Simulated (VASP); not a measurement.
# C in VASP: a series of runs

C is run at these levels: PBE+D3(BJ), PBE; tasks: single point.

All numbers are computed with VASP 6.6.1; they aren't measurements. Logs are shortened: lines on timing, memory, paths and dates and some standing lists are left out, and cuts for length are marked.

**1. The cell of the first run**

The cell holds a slab with vacuum, 2 atoms: a = 2.456 Å, b = 2.456 Å, c = 8.524 Å, α = 90.00°, β = 90.00°, γ = 120.00°.

**2. Single point, PBE+D3(BJ)**

The input, INCAR:

```
PREC     = Accurate       # precision mode
ENCUT    = 600            # plane-wave cutoff, eV
EDIFF    = 1E-6           # SCF threshold, eV
ISMEAR   = 1              # smearing method
SIGMA    = 0.087          # smearing width, eV
LREAL    = F              # projectors in reciprocal space
LASPH    = T              # aspherical terms in the spheres
NELM     = 120            # most SCF steps
ALGO     = Normal         # electronic algorithm
ISIF     = 2              # what is computed and relaxed
LWAVE    = F              # write WAVECAR
LCHARG   = F              # write CHGCAR
GGA      = PE             # functional
IVDW     = 12             # dispersion correction
NBANDS   = 11             # bands
ISYM     = 0            
GGA_COMPAT= F
```

The input, KPOINTS:

```
regular mesh
0
Gamma
  5 2 3
```

The input, POSCAR:

```
C
1.0
    2.4561701622      0.0000000000      0.0000000000
   -1.2280850811      2.1271057565      0.0000000000
    0.0000000000      0.0000000000      8.5238033600
C
2
Direct
    0.3333333333      0.6666666667      0.0000000000
    0.6666666667      0.3333333333      0.0000000000
```

Potentials or basis: VASP PAW PBE potentials, release 64 (C).

Command:

```sh
> cat potpaw_PBE.64/C/POTCAR > POTCAR
> mpirun -np 1 vasp_std > vasp.out
```

OUTCAR:

```text
PREC = Accurate
   ENCUT = 600
   EDIFF = 1E-6
   ISMEAR = 1
   LREAL = F
   LASPH = T
   NELM = 120
   ISIF = 2
   GGA = PE
   IVDW = 12
   ISYM = 0
 IVDW          = 12

 ion  position               nearest neighbor table
   1  0.333  0.667  0.000-   2 1.42   2 1.42   2 1.42
   2  0.667  0.333  0.000-   1 1.42   1 1.42   1 1.42

IMPORTANT INFORMATION: All symmetrisations will be switched off!
NOSYMM: (Re-)initialisation of all symmetry stuff for point group C_1.

----------------------------------------------------------------------------------------

                                     Primitive cell

  volume of cell :      44.5329

  direct lattice vectors                    reciprocal lattice vectors
     2.456170162  0.000000000  0.000000000     0.407137916  0.235061185  0.000000000
    -1.228085081  2.127105756  0.000000000     0.000000000  0.470122370  0.000000000
     0.000000000  0.000000000  8.523803360     0.000000000  0.000000000  0.117318521

  length of vectors
     2.456170162  2.456170162  8.523803360     0.470122370  0.470122370  0.117318521

  position of ions in fractional coordinates (direct lattice)
     0.333333333  0.666666667  0.000000000
     0.666666667  0.333333333  0.000000000

  ion indices of the primitive-cell ions
   primitive index   ion index
                 1           1
                 2           2

----------------------------------------------------------------------------------------

 KPOINTS: regular mesh

Automatic generation of k-mesh.
 Grid dimensions read from file:
 generate k-points for:    5    2    3

 Generating k-lattice:

  Cartesian coordinates                     Fractional coordinates (reciprocal lattice)
     0.081427583  0.047012237  0.000000000     0.200000000  0.000000000  0.000000000
     0.000000000  0.235061185  0.000000000     0.000000000  0.500000000  0.000000000
     0.000000000  0.000000000  0.039106174     0.000000000  0.000000000  0.333333333

  Length of vectors
     0.094024474  0.235061185  0.039106174

  Shift w.r.t. Gamma in fractional coordinates (k-lattice)
     0.000000000  0.000000000  0.000000000

 -----------------------------------------------------------------------------
|                                                                             |
|           W    W    AA    RRRRR   N    N  II  N    N   GGGG   !!!           |
|           W    W   A  A   R    R  NN   N  II  NN   N  G    G  !!!           |
|           W    W  A    A  R    R  N N  N  II  N N  N  G       !!!           |
|           W WW W  AAAAAA  RRRRR   N  N N  II  N  N N  G  GGG   !            |
|           WW  WW  A    A  R   R   N   NN  II  N   NN  G    G                |
|           W    W  A    A  R    R  N    N  II  N    N   GGGG   !!!           |
|                                                                             |
|     Your reciprocal lattice and k-lattice belong to different lattice       |
|     classes:                                                                |
|                                                                             |
|        The reciprocal lattice is hexagonal,                                 |
|        whereas your k-lattice is simple monoclinic.                         |
|                                                                             |
|     Results are often still useful ...                                      |
|                                                                             |
 -----------------------------------------------------------------------------

 WARNING: IBZKPT: internal override: KBLOWUP is changed to .FALSE.
      ... skipping the blow-up phase ...

 Subroutine IBZKPT returns following result:
 ===========================================

 Found     16 irreducible k-points:

 Following reciprocal coordinates:
            Coordinates               Weight
  0.000000  0.000000  0.000000      1.000000
  0.200000 -0.000000  0.000000      2.000000
  0.400000 -0.000000  0.000000      2.000000
  0.000000  0.500000  0.000000      1.000000
  0.200000  0.500000  0.000000      2.000000
  0.400000  0.500000  0.000000      2.000000
[... 8 lines left out ...]
 -0.400000  0.500000  0.333333      2.000000
 -0.200000  0.500000  0.333333      2.000000
   k-points           NKPTS =     16   k-points in BZ     NKDIM =     16   number of bands    NBANDS=     11
   number of dos      NEDOS =    301   number of ions     NIONS =      2
   total plane-waves  NPLWV =  28000
   dimension x,y,z NGX =    20 NGY =   20 NGZ =   70
   dimension x,y,z NGXF=    40 NGYF=   40 NGZF=  140
   ions per type =               2
   NGX,Y,Z   is equivalent  to a cutoff of  13.54, 13.54, 13.65 a.u.
   NGXF,Y,Z  is equivalent  to a cutoff of  27.07, 27.07, 27.31 a.u.
 SYSTEM =  unknown system
   PREC   = accura    normal or accurate (medium, high low for compatibility)
   ISTART =      0    job   : 0-new  1-cont  2-samecut
   ICHARG =      2    charge: 1-file 2-atom 10-const
   ISPIN  =      1    spin polarized calculation?
   LNONCOLLINEAR =      F non collinear calculations
   LSORBIT =      F    spin-orbit coupling
   LASPH  =      T    aspherical Exc in radial PAW
   ENCUT  =  600.0 eV  44.10 Ry    6.64 a.u.   4.91  4.91 17.02*2*pi/ulx,y,z
   NELM   =    120;   NELMIN=  2; NELMDL= -5     # of ELM steps
   EDIFF  = 0.1E-05   stopping-criterion for ELM
   LREAL  =      F    real-space projection
   EDIFFG = 0.1E-04   stopping-criterion for IOM
   NSW    =      0    number of steps for IOM
   IBRION =     -1    ionic relax: 0-MD 1-quasi-New 2-CG
   NFREE  =      0    steps in history (QN), initial steepest desc. (CG)
   ISIF   =      2    stress and relaxation
   ISYM   =      0    0-nonsym 1-usesym 2-fastsym
   POTIM  = 0.5000    time-step for ionic-motion
   TEBEG  =    0.0;   TEEND  =   0.0 temperature during run
   PSTRESS=    0.0 pullay stress
   NELECT =       8.0000    total number of electrons
   NUPDOWN=      -1.0000    fix difference up-down
   EMIN   =  10.00;   EMAX   =-10.00  energy-range for DOS
   EFERMI =   0.00;   METHOD = LEGACY
   ISMEAR =     1;   SIGMA  =   0.09  broadening in eV -4-tet -1-fermi 0-gaus
   EFERMI_NEDOS =   21; number of points for ismear=-14 and -15
   IALGO  =     38    algorithm
   IMIX   =      4    mixing-type and parameters
     AMIX     =   0.40;   BMIX     =  1.00
     AMIX_MAG =   1.60;   BMIX_MAG =  1.00
  volume/ion in A,a.u.               =      22.27       150.26
  Fermi-wavevector in a.u.,A,eV,Ry     =   0.923729  1.745594 11.609511  0.853275
  Thomas-Fermi vector in A             =   2.049397
   LORBIT       =      0    0 simple, 1 ext, 2 COOP (PROOUT), +10 PAW based schemes
   GGA     = PE    functional components
   LHFCALC =     F    Hartree Fock is set to
   AEXX    =    0.0000 exact exchange contribution
   IVDW    =    12    specifies the selected vdW correction
   LEPSILON=     F    determine dielectric tensor
   LRPA    =     F    only Hartree local field effects (RPA)
 non-spin polarized calculation
 Methfessel and Paxton  Order N= 1 SIGMA  =   0.09
  energy-cutoff  :      600.00
  volume of cell :       44.53
 maximum number of plane-waves:      1497
   NGX =  9   NGY =  9   NGZ = 35

 number of electron       7.9999999 magnetization

 Free energy of the ion-electron system (eV)
  ---------------------------------------------------
  ext. energy  EPLUGINS =         0.00000000
  ---------------------------------------------------
  free energy    TOTEN  =       -17.87333212 eV

  energy without entropy =      -17.87389755  energy(sigma->0) =      -17.87352060

 E-fermi :  -2.9001     XC(G=0):  -4.9823

 val. band max:       -2.9725518394   @ k =   0.0000   0.5000   0.0000
 cond. band min:       1.0713676748   @ k =   0.0000   0.5000   0.3333
 fundamental gap:      4.0439195143
 Fermi energy:        -2.9001124164

 k-point     1 :       0.0000    0.0000    0.0000
  band No.  band energies     occupation
      1     -20.2002      2.00000
      2      -8.3039      2.00000
      3      -3.6259      2.00000
      4      -3.5611      2.00000
      5       2.2736      0.00000
      6       4.5951      0.00000
      7       6.2889      0.00000
      8       7.7716      0.00000
      9       7.8396      0.00000
     10      11.0017      0.00000
     11      12.1933      0.00000

 k-point     2 :       0.2000   -0.0000    0.0000
  band No.  band energies     occupation
      1     -19.2519      2.00000
      2      -7.1772      2.00000
      3      -6.6913      2.00000
      4      -5.1274      2.00000
      5       3.5708      0.00000
      6       5.8495      0.00000
      7       7.4158      0.00000
      8       7.8478      0.00000
      9       8.1003      0.00000
     10      11.3709      0.00000
     11      13.9856      0.00000

 k-point     3 :       0.4000   -0.0000    0.0000
  band No.  band energies     occupation
      1     -16.4922      2.00000
      2     -11.9264      2.00000
      3      -6.7982      2.00000
      4      -4.1262      2.00000
      5       2.6072      0.00000
      6       6.9532      0.00000
      7       7.4782      0.00000
      8       9.6110      0.00000
      9      11.3313      0.00000
     10      13.6019      0.00000
     11      14.9059      0.00000

 k-point     4 :       0.0000    0.5000    0.0000
  band No.  band energies     occupation
      1     -14.8696      2.00000
      2     -13.9302      2.00000
      3      -7.0079      2.00000
      4      -2.9726      1.99586
      5       1.0718      0.00000
      6       6.9168      0.00000
      7      10.2365      0.00000
      8      10.3924      0.00000
      9      11.9869      0.00000
     10      12.5408      0.00000
     11      13.9746      0.00000

 k-point     5 :       0.2000    0.5000    0.0000
  band No.  band energies     occupation
      1     -15.8196      2.00000
      2     -11.5805      2.00000
      3      -9.1334      2.00000
      4      -3.3291      2.00000
      5       2.1225      0.00000
      6       8.3985      0.00000
      7      10.0220      0.00000
      8      10.5060      0.00000
      9      12.2131      0.00000
     10      13.1097      0.00000
     11      13.1478      0.00000
[... 99 lines left out ...]
 k-point    13 :       0.2000    0.5000    0.3333
  band No.  band energies     occupation
      1     -15.8196      2.00000
      2     -11.5805      2.00000
      3      -9.1335      2.00000
      4      -3.3292      2.00000
      5       2.1224      0.00000
      6       8.6887      0.00000
      7       9.4492      0.00000
      8      10.5226      0.00000
      9      12.0000      0.00000
     10      13.1440      0.00000
     11      14.3821      0.00000

 k-point    14 :       0.4000    0.5000    0.3333
  band No.  band energies     occupation
      1     -15.3994      2.00000
      2     -13.0141      2.00000
      3      -7.6914      2.00000
      4      -3.1221      2.00183
      5       1.4641      0.00000
      6       7.9654      0.00000
      7       9.3515      0.00000
      8      10.1974      0.00000
      9      12.3600      0.00000
     10      12.7546      0.00000
     11      13.8762      0.00000

 k-point    15 :      -0.4000    0.5000    0.3333
  band No.  band energies     occupation
      1     -15.3994      2.00000
      2     -13.0141      2.00000
      3      -7.6914      2.00000
      4      -3.1221      2.00183
      5       1.4641      0.00000
      6       7.9654      0.00000
      7       9.3515      0.00000
      8      10.1974      0.00000
      9      12.3600      0.00000
     10      12.7546      0.00000
     11      13.8762      0.00000

 k-point    16 :      -0.2000    0.5000    0.3333
  band No.  band energies     occupation
      1     -15.8196      2.00000
      2     -11.5805      2.00000
      3      -9.1335      2.00000
      4      -3.3292      2.00000
      5       2.1224      0.00000
      6       8.6887      0.00000
      7       9.4492      0.00000
      8      10.5226      0.00000
      9      12.0000      0.00000
     10      13.1440      0.00000
     11      14.3821      0.00000

------------------------ aborting loop because EDIFF is reached ----------------------------------------

 Edisp (eV)   -0.18100

 E8    (eV) :    -0.0557

  FORCE on cell =-STRESS in cart. coord.  units (eV):
  Direction    XX          YY          ZZ          XY          YZ          ZX
  --------------------------------------------------------------------------------------
  -------------------------------------------------------------------------------------
  Total      -0.16954     2.32299    -0.05266    -2.09529    -0.00000     0.00000
  in kB      -6.09954    83.57520    -1.89466   -75.38314    -0.00004     0.00002
  external pressure =       25.19 kB  Pullay stress =        0.00 kB

 VOLUME and BASIS-vectors are now :
 -----------------------------------------------------------------------------
  energy-cutoff  :      600.00
  volume of cell :       44.53
      direct lattice vectors                 reciprocal lattice vectors
     2.456170162  0.000000000  0.000000000     0.407137916  0.235061185  0.000000000
    -1.228085081  2.127105756  0.000000000     0.000000000  0.470122370  0.000000000
     0.000000000  0.000000000  8.523803360     0.000000000  0.000000000  0.117318521

 POSITION                                       TOTAL-FORCE (eV/Angst)
 -----------------------------------------------------------------------------------
     -0.00000      1.41807      0.00000        -0.831013     -0.529842      0.000000
      1.22809      0.70904      0.00000         0.831013      0.529842     -0.000000
 -----------------------------------------------------------------------------------
    total drift:                               -0.000000      0.000000      0.000000

  FREE ENERGIE OF THE ION-ELECTRON SYSTEM (eV)
  ---------------------------------------------------
  free  energy   TOTEN  =       -18.0543326270 eV

  energy  without entropy=      -18.0548980604  energy(sigma->0) =      -18.05452110
```

Run time: 22 s. Hardware: 1 thread of Intel Xeon 8259CL, shared host; peak memory 0.16 GiB.

What came out:

* Free energy: -18.0543 eV
* Largest force: 0.986 eV/Å
* Band gap on the k mesh: 4.04 eV, direct
* Dispersion energy per atom: -0.090 eV

Forces on the atoms (eV/Å):
```
C   -0.831 -0.530  0.000
C    0.831  0.530  0.000
```

Caveat: the k points lie up to 1.48 Å⁻¹ apart; three body term missing.

**3. Single point, PBE**

This run uses another cell than the first one, of 24.05 Å³/atom, 1.080 times its volume.

The input, INCAR:

```
SYSTEM = C
PREC = Accurate
ENCUT = 600
EDIFF = 1E-6
ISMEAR = 0
SIGMA = 0.1
LREAL = .FALSE.
LASPH = .TRUE.
NELM = 120
ALGO = Normal
ISIF = 2
LWAVE = .FALSE.
LCHARG = .TRUE.
GGA = PE
LELF = .TRUE.
LVHAR = .TRUE.
NBANDS = 11
GGA_COMPAT = .FALSE.
```

The input, KPOINTS:

```
regular mesh
0
G
  6 6 2
  0 0 0
```

The input, POSCAR:

```
C
1.0
    2.5199951390      0.0000000000      0.0000000000
   -1.2599975695      2.1823798078      0.0000000000
    0.0000000000      0.0000000000      8.7452992319
C
2
Direct
    0.3333333333      0.6666666667      0.0000000000
    0.6666666667      0.3333333333      0.0000000000
```

Potentials or basis: VASP PAW PBE potentials, release 64 (C).

Command:

```sh
> cat potpaw_PBE.64/C/POTCAR > POTCAR
> mpirun -np 1 vasp_std > vasp.out
```

Wall time 19 s (1 thread of Intel Xeon 8259CL, shared host); peak memory 0.16 GiB.

It converged, with:

- Free energy: -18.3505 eV
- Band gap on the k mesh: zero (filled and empty bands touch)

Levels at points of the mesh, in eV from the Fermi level:
```
           k point  band 1  band 2  band 3  band 4  band 5  band 6  band 7  band 8  band 9
(0.00, 0.00, 0.00)  -19.01   -7.19   -3.06   -3.06    3.20    5.37    7.00    7.89    7.89
(0.50, 0.00, 0.00)  -14.05  -12.83   -6.24   -2.23    1.65    6.74   10.76   10.90   12.29
(0.00, 0.00, 0.50)  -19.01   -7.19   -3.06   -3.06    3.87    3.96    7.89    7.89    8.86
(0.50, 0.00, 0.50)  -14.05  -12.83   -6.24   -2.23    1.65    6.74   11.23   11.42   11.48
```

Caveat: the k points lie up to 0.48 Å⁻¹ apart.

**4. Single point, PBE**

This run uses another cell than the first one, of 25.38 Å³/atom, 1.140 times its volume.

INCAR, as its differences from that of step 3:

```diff
@@ -12,6 +12,4 @@
 LWAVE = .FALSE.
-LCHARG = .TRUE.
+LCHARG = .FALSE.
 GGA = PE
-LELF = .TRUE.
-LVHAR = .TRUE.
 NBANDS = 11
```

The input, KPOINTS:

```
Automatic mesh
0
G
  6 6 2
  0 0 0
```

The input, POSCAR:

```
C
1.0
    2.5658232432      0.0000000000      0.0000000000
   -1.2829116216      2.2220681102      0.0000000000
    0.0000000000      0.0000000000      8.9043394135
C
2
Direct
    0.3333333333      0.6666666667      0.0000000000
    0.6666666667      0.3333333333      0.0000000000
```

Command:

```sh
> cat potpaw_PBE.64/C/POTCAR > POTCAR
> mpirun -np 1 vasp_std > vasp.out
```

It took 18 s on 1 thread of Intel Xeon 8259CL, shared host; peak memory 0.16 GiB.

The run converged. Its results:

- Free energy: -18.2161 eV
- Band gap on the k mesh: zero (filled and empty bands touch)

Levels at points of the mesh, in eV from the Fermi level:
| k point | band 2 | band 3 | band 4 | band 5 | band 6 | band 7 |
| --- | --- | --- | --- | --- | --- | --- |
| (0.00, 0.00, 0.00) | -6.85 | -3.07 | -3.07 | 3.37 | 5.45 | 7.02 |
| (0.50, 0.00, 0.00) | -12.51 | -6.09 | -2.13 | 1.62 | 6.24 | 10.65 |
| (0.00, 0.00, 0.50) | -6.85 | -3.07 | -3.07 | 4.00 | 4.11 | 7.56 |
| (0.50, 0.00, 0.50) | -12.51 | -6.09 | -2.13 | 1.62 | 6.24 | 11.09 |

Caveat: the k points lie up to 0.47 Å⁻¹ apart.

**5. The runs side by side**

```tsv
level	cell	k mesh	smearing	gap on the mesh (eV)
PBE+D3(BJ)	a = 2.456, b = 2.456, c = 8.524 Å, angles 90.0, 90.0, 120.0°, 2 atoms	5 × 2 × 3	methfessel-paxton 0.087 eV	4.04
PBE	a = 2.520, b = 2.520, c = 8.745 Å, angles 90.0, 90.0, 120.0°, 2 atoms	6 × 6 × 2	gaussian 0.1 eV	none
PBE	a = 2.566, b = 2.566, c = 8.904 Å, angles 90.0, 90.0, 120.0°, 2 atoms	6 × 6 × 2	gaussian 0.1 eV	none
```

Alike in all rows: task single point; potentials or basis VASP PAW PBE potentials, release 64 (C); no spin polarisation; cutoff (eV) 600.

Caveats: all runs use coarse meshes; three body term missing (some runs).

Absolute energies hang on the potentials; compare differences alone.
